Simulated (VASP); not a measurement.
# K2SiB2 (Cmmm) in VASP: further runs

Runs on K2SiB2. Level: PBE. Tasks: single point.

Program: VASP 6.6.1. These are calculated values, not measurements. Logs are shortened: lines on timing, memory, paths and dates and some standing lists are left out, and cuts for length are marked.

### Step 1. The cell of the first run

Symmetry: Cmmm, No. 65, orthorhombic system. The conventional cell has a = 6.370 Å, b = 11.571 Å, c = 3.150 Å, α = 90.00°, β = 90.00°, γ = 90.00°. K (site symmetry m2m) has 3 B at 2.81 to 3.22 Å and 4 K at 3.15 to 3.19 Å and 2 Si at 3.37 Å within 3.7 Å. Si (site symmetry mmm) has 2 Si at 3.15 Å and 6 B at 3.19 to 3.55 Å and 4 K at 3.37 Å within 4.1 Å. Within 2.1 Å of B (site symmetry mmm) lie 2 B at 1.58 Å. B (site symmetry mmm) has 2 B at 1.58 Å within 2.1 Å.

The cell was built from a structure type or drawn by symmetry, and may not be a known phase.

### Step 2. Single point, PBE

Contents of INCAR:

```
PREC     = Accurate       # precision mode
ENCUT    = 520            # plane-wave cutoff, eV
EDIFF    = 1E-6           # SCF threshold, eV
ISMEAR   = 0              # smearing method
SIGMA    = 0.1            # smearing width, eV
LREAL    = F              # projectors in reciprocal space
LASPH    = T              # aspherical terms in the spheres
NELM     = 100            # most SCF steps
ALGO     = Normal         # electronic algorithm
ISIF     = 2              # what is computed and relaxed
LWAVE    = F              # write WAVECAR
LCHARG   = T              # write CHGCAR
GGA      = PE             # functional
LELF     = T              # ELF
LVHAR    = T            
NBANDS   = 22             # bands
```

Contents of KPOINTS:

```
regular mesh
0
Gamma
  4 4 4
```

Contents of POSCAR:

```
K2SiB2
1.0
    3.1850363214     -5.7854992513      0.0000000000
    3.1850363214      5.7854992513      0.0000000000
    0.0000000000      0.0000000000      3.1501767699
K Si B
2 1 2
Direct
    0.2570353295      0.7429646705      0.0000000000
    0.7429646705      0.2570353295      0.0000000000
    0.0000000000      0.0000000000      0.5000000000
    0.5000000000      0.5000000000      0.0000000000
    0.5000000000      0.5000000000      0.5000000000
```

Potentials or basis: VASP PAW PBE potentials, release 64 (K_sv, Si, B).

Launch:

```console
$ cat potpaw_PBE.64/K_sv/POTCAR potpaw_PBE.64/Si/POTCAR potpaw_PBE.64/B/POTCAR > POTCAR
$ mpirun -np 1 vasp_std > vasp.out
```

OUTCAR:

```text
PREC = Accurate
   ENCUT = 520
   EDIFF = 1E-6
   ISMEAR = 0
   LREAL = F
   LASPH = T
   NELM = 100
   ISIF = 2
   GGA = PE

 ion  position               nearest neighbor table
   1  0.257  0.743  0.000-   4 2.81   2 3.19   2 3.19   3 3.37   3 3.37
   2  0.743  0.257  0.000-   4 2.81   1 3.19   1 3.19   3 3.37   3 3.37
   3  0.000  0.000  0.500-   1 3.37   2 3.37   1 3.37   2 3.37
   4  0.500  0.500  0.000-   5 1.58   5 1.58   1 2.81   2 2.81
   5  0.500  0.500  0.500-   4 1.58   4 1.58

  LATTYP: Found a base centered orthorhombic cell.
 ALAT       =     6.3700726428
 B/A-ratio  =     1.8164625667
 C/A-ratio  =     0.4945276053

  Lattice vectors:

 A1 = (   3.1850363214,  -5.7854992513,   0.0000000000)
 A2 = (   3.1850363214,   5.7854992513,   0.0000000000)
 A3 = (   0.0000000000,   0.0000000000,   3.1501767699)

Analysis of symmetry for initial positions (statically):
=====================================================================
 Subroutine PRICEL returns:
 Original cell was already a primitive cell.

 Routine SETGRP: Setting up the symmetry group for a
 base centered orthorhombic supercell.

 Subroutine GETGRP returns: Found  8 space group operations
 (whereof  8 operations were pure point group operations)
 out of a pool of  8 trial point group operations.

The static configuration has the point symmetry D_2h.

Analysis of symmetry for dynamics (positions and initial velocities):
=====================================================================
 Subroutine PRICEL returns:
 Original cell was already a primitive cell.

 Routine SETGRP: Setting up the symmetry group for a
 base centered orthorhombic supercell.

 Subroutine GETGRP returns: Found  8 space group operations
 (whereof  8 operations were pure point group operations)
 out of a pool of  8 trial point group operations.

The dynamic configuration has the point symmetry D_2h.

 Subroutine INISYM returns: Found  8 space group operations
 (whereof  8 operations are pure point group operations),
 and found     1 'primitive' translations

----------------------------------------------------------------------------------------

                                     Primitive cell

  volume of cell :     116.0968

  direct lattice vectors                    reciprocal lattice vectors
     3.185036321 -5.785499251  0.000000000     0.156984081 -0.086422965  0.000000000
     3.185036321  5.785499251  0.000000000     0.156984081  0.086422965  0.000000000
     0.000000000  0.000000000  3.150176770     0.000000000  0.000000000  0.317442503

  length of vectors
     6.604275733  6.604275733  3.150176770     0.179200811  0.179200811  0.317442503

  position of ions in fractional coordinates (direct lattice)
     0.257035329  0.742964671  0.000000000
     0.742964671  0.257035329  0.000000000
     0.000000000  0.000000000  0.500000000
     0.500000000  0.500000000  0.000000000
     0.500000000  0.500000000  0.500000000

  ion indices of the primitive-cell ions
   primitive index   ion index
                 1           1
                 2           2
                 3           3
                 4           4
                 5           5

----------------------------------------------------------------------------------------

 KPOINTS: regular mesh

Automatic generation of k-mesh.
 Grid dimensions read from file:
 generate k-points for:    4    4    4

 Generating k-lattice:

  Cartesian coordinates                     Fractional coordinates (reciprocal lattice)
     0.039246020 -0.021605741  0.000000000     0.250000000 -0.000000000  0.000000000
     0.039246020  0.021605741  0.000000000    -0.000000000  0.250000000  0.000000000
     0.000000000  0.000000000  0.079360626     0.000000000  0.000000000  0.250000000

  Length of vectors
     0.044800203  0.044800203  0.079360626

  Shift w.r.t. Gamma in fractional coordinates (k-lattice)
     0.000000000  0.000000000  0.000000000

 Subroutine IBZKPT returns following result:
 ===========================================

 Found     21 irreducible k-points:

 Following reciprocal coordinates:
            Coordinates               Weight
  0.000000  0.000000  0.000000      1.000000
  0.250000 -0.000000  0.000000      4.000000
  0.500000 -0.000000  0.000000      2.000000
  0.250000  0.250000  0.000000      2.000000
  0.500000  0.250000  0.000000      4.000000
 -0.250000  0.250000  0.000000      2.000000
[... 13 lines left out ...]
 -0.250000  0.250000  0.500000      2.000000
  0.500000  0.500000  0.500000      1.000000
   k-points           NKPTS =     21   k-points in BZ     NKDIM =     21   number of bands    NBANDS=     22
   number of dos      NEDOS =    301   number of ions     NIONS =      5
   total plane-waves  NPLWV =  60000
   dimension x,y,z NGX =    50 NGY =   50 NGZ =   24
   dimension x,y,z NGXF=   100 NGYF=  100 NGZF=   48
   ions per type =               2   1   2
   NGX,Y,Z   is equivalent  to a cutoff of  12.59, 12.59, 12.67 a.u.
   NGXF,Y,Z  is equivalent  to a cutoff of  25.17, 25.17, 25.33 a.u.
 SYSTEM =  unknown system
   PREC   = accura    normal or accurate (medium, high low for compatibility)
   ISTART =      0    job   : 0-new  1-cont  2-samecut
   ICHARG =      2    charge: 1-file 2-atom 10-const
   ISPIN  =      1    spin polarized calculation?
   LNONCOLLINEAR =      F non collinear calculations
   LSORBIT =      F    spin-orbit coupling
   LASPH  =      T    aspherical Exc in radial PAW
   ENCUT  =  520.0 eV  38.22 Ry    6.18 a.u.  12.28 12.28  5.86*2*pi/ulx,y,z
   NELM   =    100;   NELMIN=  2; NELMDL= -5     # of ELM steps
   EDIFF  = 0.1E-05   stopping-criterion for ELM
   LREAL  =      F    real-space projection
   EDIFFG = 0.1E-04   stopping-criterion for IOM
   NSW    =      0    number of steps for IOM
   IBRION =     -1    ionic relax: 0-MD 1-quasi-New 2-CG
   NFREE  =      0    steps in history (QN), initial steepest desc. (CG)
   ISIF   =      2    stress and relaxation
   ISYM   =      2    0-nonsym 1-usesym 2-fastsym
   POTIM  = 0.5000    time-step for ionic-motion
   TEBEG  =    0.0;   TEEND  =   0.0 temperature during run
   PSTRESS=    0.0 pullay stress
   NELECT =      28.0000    total number of electrons
   NUPDOWN=      -1.0000    fix difference up-down
   EMIN   =  10.00;   EMAX   =-10.00  energy-range for DOS
   EFERMI =   0.00;   METHOD = LEGACY
   ISMEAR =     0;   SIGMA  =   0.10  broadening in eV -4-tet -1-fermi 0-gaus
   EFERMI_NEDOS =   21; number of points for ismear=-14 and -15
   IALGO  =     38    algorithm
   IMIX   =      4    mixing-type and parameters
     AMIX     =   0.40;   BMIX     =  1.00
     AMIX_MAG =   1.60;   BMIX_MAG =  1.00
  volume/ion in A,a.u.               =      23.22       156.69
  Fermi-wavevector in a.u.,A,eV,Ry     =   1.019031  1.925690 14.128623  1.038424
  Thomas-Fermi vector in A             =   2.152522
   LORBIT       =      0    0 simple, 1 ext, 2 COOP (PROOUT), +10 PAW based schemes
   GGA     = PE    functional components
   LHFCALC =     F    Hartree Fock is set to
   AEXX    =    0.0000 exact exchange contribution
   IVDW    =     0    specifies the selected vdW correction
   LEPSILON=     F    determine dielectric tensor
   LRPA    =     F    only Hartree local field effects (RPA)
 non-spin polarized calculation
 Gauss-broadening in eV      SIGMA  =   0.10
  energy-cutoff  :      520.00
  volume of cell :      116.10
 maximum number of plane-waves:      3146
 NGX is ok and might be reduce to    50
   NGX = 25   NGY = 25   NGZ = 11

 number of electron      27.9999999 magnetization

 Free energy of the ion-electron system (eV)
  ---------------------------------------------------
  ext. energy  EPLUGINS =         0.00000000
  ---------------------------------------------------
  free energy    TOTEN  =       -17.15485009 eV

  energy without entropy =      -17.14955363  energy(sigma->0) =      -17.15220186

 E-fermi :   2.5171     XC(G=0):  -8.4013

 val. band max:        2.4680393712   @ k =   0.2500  -0.0000   0.5000
 cond. band min:       2.6373731314   @ k =   0.2500   0.2500   0.2500
 fundamental gap:      0.1693337602
 Fermi energy:         2.5171241305

 k-point     1 :       0.0000    0.0000    0.0000
  band No.  band energies     occupation
      1     -29.5979      2.00000
      2     -29.4619      2.00000
      3     -13.7303      2.00000
      4     -12.9587      2.00000
      5     -12.8265      2.00000
      6     -12.6932      2.00000
[... 14 lines left out ...]
     21       7.1770      0.00000
     22       7.8319      0.00000

 k-point     2 :       0.2500   -0.0000    0.0000
  band No.  band energies     occupation
      1     -29.5783      2.00000
      2     -29.4822      2.00000
      3     -13.5902      2.00000
      4     -12.9412      2.00000
      5     -12.8763      2.00000
      6     -12.8294      2.00000
[... 14 lines left out ...]
     21       7.1342      0.00000
     22       7.8578      0.00000

 k-point     3 :       0.5000   -0.0000    0.0000
  band No.  band energies     occupation
      1     -29.5307      2.00000
      2     -29.5306      2.00000
      3     -13.2388      2.00000
      4     -13.2377      2.00000
      5     -12.9009      2.00000
      6     -12.8879      2.00000
[... 14 lines left out ...]
     21       7.0922      0.00000
     22       7.1128      0.00000
[... 401 lines left out ...]
 k-point    20 :      -0.2500    0.2500    0.5000
  band No.  band energies     occupation
      1     -29.4461      2.00000
      2     -29.3188      2.00000
      3     -13.7160      2.00000
      4     -13.5274      2.00000
      5     -13.5259      2.00000
      6     -12.7757      2.00000
[... 14 lines left out ...]
     21       7.0690      0.00000
     22       7.0743      0.00000

 k-point    21 :       0.5000    0.5000    0.5000
  band No.  band energies     occupation
      1     -29.4461      2.00000
      2     -29.3188      2.00000
      3     -13.7142      2.00000
      4     -13.5277      2.00000
      5     -13.5271      2.00000
      6     -12.7835      2.00000
[... 14 lines left out ...]
     21       6.5463      0.00000
     22       7.1543      0.00000

------------------------ aborting loop because EDIFF is reached ----------------------------------------

  FORCE on cell =-STRESS in cart. coord.  units (eV):
  Direction    XX          YY          ZZ          XY          YZ          ZX
  --------------------------------------------------------------------------------------
  -------------------------------------------------------------------------------------
  Total        0.0797945      0.3228433      0.0873914      0.0000000      0.0000000      0.0000000
  in kB        1.1011925      4.4553536      1.2060331      0.0000000      0.0000000      0.0000000
  external PRESSURE =       2.2541931 kB  Pullay stress =       0.0000000 kB

 VOLUME and BASIS-vectors are now :
 -----------------------------------------------------------------------------
  energy-cutoff  :      520.00
  volume of cell :      116.10
      direct lattice vectors                 reciprocal lattice vectors
     3.185036321 -5.785499251  0.000000000     0.156984081 -0.086422965  0.000000000
     3.185036321  5.785499251  0.000000000     0.156984081  0.086422965  0.000000000
     0.000000000  0.000000000  3.150176770     0.000000000  0.000000000  0.317442503

 POSITION                                       TOTAL-FORCE (eV/Angst)
 -----------------------------------------------------------------------------------
      3.18504      2.81134      0.00000         0.000000     -0.004268     -0.000000
      3.18504     -2.81134      0.00000         0.000000      0.004268      0.000000
      0.00000      0.00000      1.57509         0.000000      0.000000      0.000000
      3.18504      0.00000      0.00000         0.000000      0.000000      0.000000
      3.18504      0.00000      1.57509         0.000000      0.000000      0.000000
 -----------------------------------------------------------------------------------
    total drift:                               -0.000000     -0.000000      0.000000

  FREE ENERGIE OF THE ION-ELECTRON SYSTEM (eV)
  ---------------------------------------------------
  free  energy   TOTEN  =       -17.1548500888 eV

  energy  without entropy=      -17.1495536259  energy(sigma->0) =      -17.15220186
```

Run time: 26 s. Hardware: 1 thread of Intel Xeon 6975P-C (Granite Rapids), shared host; peak memory 0.25 GiB.

What came out:

* Free energy: -17.1549 eV
* Pressure: 0.2 GPa
* Largest force: 0.004 eV/Å
* Band gap on the k mesh: zero (bands 14 and 15 overlap by 0.85 eV)

Forces in eV/Å, atoms in the order of the input:
```
K    0.000 -0.004  0.000
K    0.000  0.004  0.000
Si   0.000  0.000  0.000
B    0.000  0.000  0.000
B    0.000  0.000  0.000
```

Levels at points of the mesh, in eV from the Fermi level:
```
           k point  band 12  band 13  band 14  band 15  band 16  band 17
(0.00, 0.00, 0.00)    -3.35    -2.68    -1.23    -0.08     2.00     2.37
(0.50, 0.00, 0.00)    -2.82    -1.82    -1.70    -0.51     1.44     2.14
(0.50, 0.50, 0.00)    -3.52    -3.35    -0.87     1.44     1.73     1.92
(0.00, 0.00, 0.50)    -2.31    -0.79    -0.60     0.40     0.77     0.94
(0.50, 0.00, 0.50)    -2.70    -0.12     0.17     0.65     1.19     1.58
(0.50, 0.50, 0.50)    -2.33    -0.96    -0.17     0.27     0.65     0.67
```

Caveat: the k points lie up to 0.50 Å⁻¹ apart, too coarse for converged energies and pressures of a metal.

[end of part 1 of 2]
